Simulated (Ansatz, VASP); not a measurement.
FeSi2 in VASP and in Ansatz

```xyz
3
Lattice="2.6763 0.0000 0.0000 0.0000 2.6763 0.0000 0.0000 0.0000 5.1064" Properties=species:S:1:pos:R:3 pbc="T T T"
Fe    0.0000    0.0000    0.0000
Si    1.3381    1.3381    1.3886
Si    1.3381    1.3381    3.7178
```

Alike in both runs: task relaxation of cell and atoms; functional PBEsol; k mesh 16 × 16 × 8; occupations fermi-dirac, width 0.15 eV; no spin polarisation.

```csv
,VASP,Ansatz
version,VASP 6.6.1,Ansatz 0.2.0
potentials or method,"VASP PAW PBE potentials, release 64 (Fe, Si), cutoff 600 eV","scalar-relativistic, plane waves, PAW"
valence electrons in the cell,16,24
```

```tsv
	VASP	Ansatz	Ansatz less VASP
gap on the k mesh at the Fermi level, each at its own relaxed structure (eV)	none	none	-
relaxed volume (Å³/atom)	12.24	12.22	-0.025
relaxed length of the cell vector where the two differ most in proportion (Å)	5.109	5.105	-0.0038
```

VASP's potentials were made for PBE, not for PBEsol. A gap of «none» marks a metal or a gap that the smearing closes. VASP's potentials hold 16 valence electrons a cell and Ansatz's 24, so a difference there can come from the potentials and not from the codes.
